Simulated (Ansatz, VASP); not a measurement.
Cu in VASP and in Ansatz

File POSCAR:

```
Cu
1.0
    4.0104200991      0.0000000000      0.0000000000
   -2.0052100495      3.4731256857      0.0000000000
    0.0000000000      0.0000000000      2.4071690527
Cu
3
Direct
    1.0000000000      1.0000000000      0.0000000000
    0.3333333333      0.6666666667      0.5000000000
    0.6666666667      0.3333333333      0.5000000000
```

Contents of INCAR.step1:

```
SYSTEM = Cu
  PREC = Accurate
  ENCUT = 520
  ISMEAR = -1
  SIGMA = 0.1
  LREAL = .False.
  LASPH = .True.
  NELM = 80
  NBANDS = 24
  GGA = PE
  ALGO = Normal
  EDIFF = 1E-4
  LWAVE = .True.
  LCHARG = .False.
```

INCAR.step2

```
SYSTEM = Cu
  PREC = Accurate
  ENCUT = 520
  EDIFF = 1E-6
  ISMEAR = -1
  SIGMA = 0.1
  LREAL = .False.
  LASPH = .True.
  NELM = 80
  ALGO = Normal
  ISIF = 2
  LWAVE = .False.
  LCHARG = .True.
  METAGGA = R2SCAN
  LMIXTAU = .True.
  LELF = .True.
  LVHAR = .True.
  NBANDS = 24
  ISTART = 1
```

File KPOINTS:

```
regular mesh
0
Gamma
  10 10 14
  0 0 0
```

Input for Ansatz:

```yaml
crystal:
  lattice:
    - [4.0104200991, 0.0, 0.0]
    - [-2.0052100495, 3.4731256857, 0.0]
    - [0.0, 0.0, 2.4071690527]
  atoms:
    - { symbol: Cu, position: [1.0, 1.0, 0.0] }
    - { symbol: Cu, position: [0.3333333333, 0.6666666667, 0.5] }
    - { symbol: Cu, position: [0.6666666667, 0.3333333333, 0.5] }
hamiltonian:
  xc: r2scan
  pseudopotentials:
    kind: paw
    azcp:
      Cu: "pseudopotentials/Cu.paw.azcp"
basis:
  ecutwfc: 500
  fft_grid_basis: typed
kpoints:
  mp_grid: { grid: [10, 10, 14], shift: [0, 0, 0] }
magnetization:
  spin_polarized: false
scf:
  occupations: { method: fermi_dirac, width: 0.1 }
  lower_state_search: "off"
output:
  stress: true
  write_density: true
  write_potential: true
  elf: true
  volumetric_format: npy
```

Alike in both runs: task single point; functional r2SCAN; k mesh 10 × 10 × 14; occupations fermi-dirac, width 0.1 eV; no spin polarisation.

|  | VASP | Ansatz |
| --- | --- | --- |
| version | VASP 6.6.1 | Ansatz 0.2.0 |
| potentials or method | VASP PAW PBE potentials, release 64 (Cu), cutoff 520 eV | plane waves (500 eV) with PAW, scalar-relativistic |
| valence electrons in the cell | 33 | 57 |

|  | VASP | Ansatz | Ansatz less VASP |
| --- | --- | --- | --- |
| pressure (GPa) | 7.6 | 7.1 | -0.58 |
| traceless stress, the component that is largest in VASP (GPa) | -0.47 | -0.38 | +0.093 |

VASP's potentials were made for PBE, not for r2SCAN. VASP's potentials hold 33 valence electrons a cell and Ansatz's 57, so a difference there can come from the potentials and not from the codes.
